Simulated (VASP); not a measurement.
# AlN (Fm-3m) in VASP: electric field gradients with PBE

Aim: the electric field gradients of AlN with PBE.

The COD entry that gives the cell may itself be a prediction, so a difference from it is no test against experiment.

Program: VASP 6.6.1. These are calculated values, not measurements. Logs are shortened: lines on timing, memory, paths and dates and some standing lists are left out, and cuts for length are marked.

## Step 1: The cell of the first run

Symmetry: Fm-3m, No. 225, cubic system. The conventional cell has a = 3.938 Å, b = 3.938 Å, c = 3.938 Å, α = 90.00°, β = 90.00°, γ = 90.00°. Al (site symmetry m-3m) has 6 N at 1.97 Å within 2.6 Å. Within 2.6 Å of N (site symmetry m-3m) lie 6 Al at 1.97 Å.

## Step 2: Electric field gradients, PBE

INCAR

```
SYSTEM = AlN
ALGO     = Normal         ! electronic algorithm
EDIFF    = 1E-8           ! SCF threshold, eV
ENCUT    = 520            ! plane-wave cutoff, eV
GGA      = PE             ! functional
ISIF     = 2              ! what is computed and relaxed
ISMEAR   = -1             ! smearing method
LASPH    = .True.         ! aspherical terms in the spheres
LCHARG   = .False.        ! write CHGCAR
LEFG     = .True.       
LREAL    = .False.        ! projectors in reciprocal space
LWAVE    = .False.        ! write WAVECAR
NBANDS   = 11             ! bands
NELM     = 100            ! most SCF steps
PREC     = Accurate       ! precision mode
SIGMA    = 0.02           ! smearing width, eV
```

KPOINTS

```
k-points
0
Gamma
  12 12 12
  0 0 0
```

POSCAR

```
AlN
1.0
    0.0000000000      1.9690000000      1.9690000000
    1.9690000000      0.0000000000      1.9690000000
    1.9690000000      1.9690000000      0.0000000000
Al N
1 1
Direct
    0.0000000000      0.0000000000      0.0000000000
    0.5000000000      0.5000000000      0.5000000000
```

Potentials or basis: VASP PAW PBE potentials, release 64 (Al, N).

Run with:

```console
$ cat potpaw_PBE.64/Al/POTCAR potpaw_PBE.64/N/POTCAR > POTCAR
$ mpirun -np 1 vasp_std > vasp.out
```

OUTCAR:

```text
SYSTEM = AlN
   EDIFF = 1E-8
   ENCUT = 520
   GGA = PE
   ISIF = 2
   ISMEAR = -1
   LASPH = .True.
   LREAL = .False.
   NELM = 100
   PREC = Accurate

 ion  position               nearest neighbor table
   1  0.000  0.000  0.000-   2 1.97   2 1.97   2 1.97   2 1.97   2 1.97   2 1.97
   2  0.500  0.500  0.500-   1 1.97   1 1.97   1 1.97   1 1.97   1 1.97   1 1.97

  LATTYP: Found a face centered cubic cell.
 ALAT       =     3.9380000000

  Lattice vectors:

 A1 = (   0.0000000000,   1.9690000000,   1.9690000000)
 A2 = (   1.9690000000,   0.0000000000,   1.9690000000)
 A3 = (   1.9690000000,   1.9690000000,   0.0000000000)

Analysis of symmetry for initial positions (statically):
=====================================================================
 Subroutine PRICEL returns:
 Original cell was already a primitive cell.

 Routine SETGRP: Setting up the symmetry group for a
 face centered cubic supercell.

 Subroutine GETGRP returns: Found 48 space group operations
 (whereof 48 operations were pure point group operations)
 out of a pool of 48 trial point group operations.

The static configuration has the point symmetry O_h .

Analysis of symmetry for dynamics (positions and initial velocities):
=====================================================================
 Subroutine PRICEL returns:
 Original cell was already a primitive cell.

 Routine SETGRP: Setting up the symmetry group for a
 face centered cubic supercell.

 Subroutine GETGRP returns: Found 48 space group operations
 (whereof 48 operations were pure point group operations)
 out of a pool of 48 trial point group operations.

The dynamic configuration has the point symmetry O_h .

 Subroutine INISYM returns: Found 48 space group operations
 (whereof 48 operations are pure point group operations),
 and found     1 'primitive' translations

----------------------------------------------------------------------------------------

                                     Primitive cell

  volume of cell :      15.2675

  direct lattice vectors                    reciprocal lattice vectors
     0.000000000  1.969000000  1.969000000    -0.253936008  0.253936008  0.253936008
     1.969000000  0.000000000  1.969000000     0.253936008 -0.253936008  0.253936008
     1.969000000  1.969000000  0.000000000     0.253936008  0.253936008 -0.253936008

  length of vectors
     2.784586504  2.784586504  2.784586504     0.439830068  0.439830068  0.439830068

  position of ions in fractional coordinates (direct lattice)
     0.000000000  0.000000000  0.000000000
     0.500000000  0.500000000  0.500000000

  ion indices of the primitive-cell ions
   primitive index   ion index
                 1           1
                 2           2

----------------------------------------------------------------------------------------

 KPOINTS: k-points

Automatic generation of k-mesh.
 Grid dimensions read from file:
 generate k-points for:   12   12   12

 Generating k-lattice:

  Cartesian coordinates                     Fractional coordinates (reciprocal lattice)
    -0.021161334  0.021161334  0.021161334     0.083333333  0.000000000  0.000000000
     0.021161334 -0.021161334  0.021161334     0.000000000  0.083333333  0.000000000
     0.021161334  0.021161334 -0.021161334     0.000000000  0.000000000  0.083333333

  Length of vectors
     0.036652506  0.036652506  0.036652506

  Shift w.r.t. Gamma in fractional coordinates (k-lattice)
     0.000000000  0.000000000  0.000000000

 Subroutine IBZKPT returns following result:
 ===========================================

 Found     72 irreducible k-points:

 Following reciprocal coordinates:
            Coordinates               Weight
  0.000000  0.000000  0.000000      1.000000
  0.083333  0.000000  0.000000      8.000000
  0.166667  0.000000  0.000000      8.000000
  0.250000  0.000000  0.000000      8.000000
  0.333333  0.000000  0.000000      8.000000
  0.416667  0.000000  0.000000      8.000000
[... 16 lines left out ...]
  0.500000  0.166667  0.000000     24.000000
 -0.416667  0.166667  0.000000     24.000000
 [... further k-points ...]
   k-points           NKPTS =     72   k-points in BZ     NKDIM =     72   number of bands    NBANDS=     11
   number of dos      NEDOS =    301   number of ions     NIONS =      2
   total plane-waves  NPLWV =  13824
   dimension x,y,z NGX =    24 NGY =   24 NGZ =   24
   dimension x,y,z NGXF=    48 NGYF=   48 NGZF=   48
   ions per type =               1   1
   NGX,Y,Z   is equivalent  to a cutoff of  14.33, 14.33, 14.33 a.u.
   NGXF,Y,Z  is equivalent  to a cutoff of  28.66, 28.66, 28.66 a.u.
 SYSTEM =  AlN
   PREC   = accura    normal or accurate (medium, high low for compatibility)
   ISTART =      0    job   : 0-new  1-cont  2-samecut
   ICHARG =      2    charge: 1-file 2-atom 10-const
   ISPIN  =      1    spin polarized calculation?
   LNONCOLLINEAR =      F non collinear calculations
   LSORBIT =      F    spin-orbit coupling
   LASPH  =      T    aspherical Exc in radial PAW
   ENCUT  =  520.0 eV  38.22 Ry    6.18 a.u.   5.18  5.18  5.18*2*pi/ulx,y,z
   NELM   =    100;   NELMIN=  2; NELMDL= -5     # of ELM steps
   EDIFF  = 0.1E-07   stopping-criterion for ELM
   LREAL  =      F    real-space projection
   EDIFFG = 0.1E-06   stopping-criterion for IOM
   NSW    =      0    number of steps for IOM
   IBRION =     -1    ionic relax: 0-MD 1-quasi-New 2-CG
   NFREE  =      0    steps in history (QN), initial steepest desc. (CG)
   ISIF   =      2    stress and relaxation
   ISYM   =      2    0-nonsym 1-usesym 2-fastsym
   POTIM  = 0.5000    time-step for ionic-motion
   TEBEG  =    0.0;   TEEND  =   0.0 temperature during run
   PSTRESS=    0.0 pullay stress
   NELECT =       8.0000    total number of electrons
   NUPDOWN=      -1.0000    fix difference up-down
   EMIN   =  10.00;   EMAX   =-10.00  energy-range for DOS
   EFERMI =   0.00;   METHOD = LEGACY
   ISMEAR =    -1;   SIGMA  =   0.02  broadening in eV -4-tet -1-fermi 0-gaus
   EFERMI_NEDOS =   21; number of points for ismear=-14 and -15
   IALGO  =     38    algorithm
   IMIX   =      4    mixing-type and parameters
     AMIX     =   0.40;   BMIX     =  1.00
     AMIX_MAG =   1.60;   BMIX_MAG =  1.00
  volume/ion in A,a.u.               =       7.63        51.51
  Fermi-wavevector in a.u.,A,eV,Ry     =   1.319823  2.494104 23.700443  1.741933
  Thomas-Fermi vector in A             =   2.449694
   LORBIT       =      0    0 simple, 1 ext, 2 COOP (PROOUT), +10 PAW based schemes
   GGA     = PE    functional components
   LHFCALC =     F    Hartree Fock is set to
   AEXX    =    0.0000 exact exchange contribution
   IVDW    =     0    specifies the selected vdW correction
   LEPSILON=     F    determine dielectric tensor
   LRPA    =     F    only Hartree local field effects (RPA)
 non-spin polarized calculation
  energy-cutoff  :      520.00
  volume of cell :       15.27
 maximum number of plane-waves:       424
 NGX is ok and might be reduce to    24
   NGX = 11   NGY = 11   NGZ = 11

 number of electron       8.0000000 magnetization

 Free energy of the ion-electron system (eV)
  ---------------------------------------------------
  ext. energy  EPLUGINS =         0.00000000
  ---------------------------------------------------
  free energy    TOTEN  =       -14.40824186 eV

  energy without entropy =      -14.40824186  energy(sigma->0) =      -14.40824186

 E-fermi :  11.4377     XC(G=0): -12.6611

 val. band max:       11.0243432019   @ k =   0.0000   0.0000   0.0000
 cond. band min:      16.1829695547   @ k =   0.5000   0.5000   0.0000
 fundamental gap:      5.1586263528
 Fermi energy:        11.4377088367

 k-point     1 :       0.0000    0.0000    0.0000
  band No.  band energies     occupation
      1      -7.2694      2.00000
      2      11.0243      2.00000
      3      11.0243      2.00000
      4      11.0243      2.00000
      5      17.8926      0.00000
      6      23.4441      0.00000
      7      23.4441      0.00000
      8      23.4441      0.00000
      9      28.8042      0.00000
     10      29.4036      0.00000
     11      29.4036      0.00000

 k-point     2 :       0.0833    0.0000    0.0000
  band No.  band energies     occupation
      1      -7.1156      2.00000
      2      10.2872      2.00000
      3      10.9249      2.00000
      4      10.9249      2.00000
      5      18.3209      0.00000
      6      22.7435      0.00000
      7      23.6908      0.00000
      8      23.6908      0.00000
      9      28.3007      0.00000
     10      28.3007      0.00000
     11      30.0267      0.00000

 k-point     3 :       0.1667    0.0000    0.0000
  band No.  band energies     occupation
      1      -6.6628      2.00000
      2       8.5646      2.00000
      3      10.6687      2.00000
      4      10.6687      2.00000
      5      18.8562      0.00000
      6      22.1767      0.00000
      7      24.1260      0.00000
      8      24.1260      0.00000
      9      27.3500      0.00000
     10      27.3500      0.00000
     11      30.1286      0.00000

 k-point     4 :       0.2500    0.0000    0.0000
  band No.  band energies     occupation
      1      -5.9420      2.00000
      2       6.5019      2.00000
      3      10.3498      2.00000
      4      10.3498      2.00000
      5      18.6093      0.00000
      6      22.8940      0.00000
      7      23.9213      0.00000
      8      23.9213      0.00000
      9      27.8952      0.00000
     10      27.8952      0.00000
     11      29.3803      0.00000
[... 239 lines left out ...]
 k-point    22 :       0.4167    0.1667    0.0000
  band No.  band energies     occupation
      1      -4.2802      2.00000
      2       4.2177      2.00000
      3       8.5166      2.00000
      4       9.2400      2.00000
      5      18.8319      0.00000
      6      21.4606      0.00000
      7      22.9411      0.00000
      8      24.7758      0.00000
      9      28.6925      0.00000
     10      32.2901      0.00000
     11      32.9288      0.00000

 k-point    23 :       0.5000    0.1667    0.0000
  band No.  band energies     occupation
      1      -3.5264      2.00000
      2       3.0176      2.00000
      3       8.0320      2.00000
      4       9.2605      2.00000
      5      18.8319      0.00000
      6      21.2195      0.00000
      7      24.1932      0.00000
      8      24.2478      0.00000
      9      29.5121      0.00000
     10      32.1881      0.00000
     11      33.3764      0.00000

 k-point    24 :      -0.4167    0.1667    0.0000
  band No.  band energies     occupation
      1      -3.3925      2.00000
      2       2.8331      2.00000
      3       7.7361      2.00000
      4       9.4426      2.00000
      5      19.0734      0.00000
      6      21.2060      0.00000
      7      23.8538      0.00000
      8      24.7036      0.00000
      9      30.3420      0.00000
     10      31.6764      0.00000
     11      32.1884      0.00000

 [... further k-points ...]
[... 5 lines left out ...]
  --------------------------------------------------------------------------------------
  -------------------------------------------------------------------------------------
  Total        2.8698050      2.8698050      2.8698050      0.0000000      0.0000000      0.0000000
  in kB      301.1589866    301.1589866    301.1589866      0.0000000      0.0000000      0.0000000
  external PRESSURE =     301.1589866 kB  Pullay stress =       0.0000000 kB

 VOLUME and BASIS-vectors are now :
 -----------------------------------------------------------------------------
  energy-cutoff  :      520.00
  volume of cell :       15.27
      direct lattice vectors                 reciprocal lattice vectors
     0.000000000  1.969000000  1.969000000    -0.253936008  0.253936008  0.253936008
     1.969000000  0.000000000  1.969000000     0.253936008 -0.253936008  0.253936008
     1.969000000  1.969000000  0.000000000     0.253936008  0.253936008 -0.253936008

 POSITION                                       TOTAL-FORCE (eV/Angst)
 -----------------------------------------------------------------------------------
      0.00000      0.00000      0.00000         0.000000     -0.000000     -0.000000
      1.96900      1.96900      1.96900        -0.000000      0.000000      0.000000
 -----------------------------------------------------------------------------------
    total drift:                               -0.000000     -0.000000      0.000000

  FREE ENERGIE OF THE ION-ELECTRON SYSTEM (eV)
  ---------------------------------------------------
  free  energy   TOTEN  =       -14.4082418638 eV

  energy  without entropy=      -14.4082418638  energy(sigma->0) =      -14.40824186

 Electric field gradients (V/A^2)
---------------------------------------------------------------------
 ion       V_xx      V_yy      V_zz      V_xy      V_xz      V_yz
---------------------------------------------------------------------
   1      -0.000    -0.000    -0.000     0.000     0.000     0.000
   2       0.000    -0.000     0.000     0.000     0.000     0.000
---------------------------------------------------------------------

 Electric field gradients after diagonalization (V/A^2)
 (convention: |V_zz| > |V_xx| > |V_yy|)
----------------------------------------------------------------------
 ion       V_xx      V_yy      V_zz     asymmetry (V_yy - V_xx)/ V_zz
----------------------------------------------------------------------
   1      -0.000    -0.000     0.000       0.000
   2      -0.000    -0.000     0.001       0.000
----------------------------------------------------------------------

           NMR quadrupolar parameters

 Cq : quadrupolar parameter    Cq=e*Q*V_zz/h
 eta: asymmetry parameters     (V_yy - V_xx)/ V_zz
 Q  : nuclear electric quadrupole moment in mb (millibarn)
----------------------------------------------------------------------
 ion       Cq(MHz)       eta       Q (mb)
----------------------------------------------------------------------
   1       0.000       0.000       1.000
   2       0.000       0.000       1.000
----------------------------------------------------------------------
```

Wall time 18 s (1 thread of AMD EPYC 9R45 (Zen 5), shared host); peak memory 0.1 GiB.

What came out:

- Free energy: -14.4082 eV
- Pressure: 30.1 GPa
- Band gap on the k mesh: 5.16 eV, indirect (least direct gap 6.87 eV)

Caveat: without QUAD_EFG the Cq values of the log hold for a quadrupole moment of 1 mb, not for the nuclei. As with any semilocal functional, this PBE gap is likely too small.
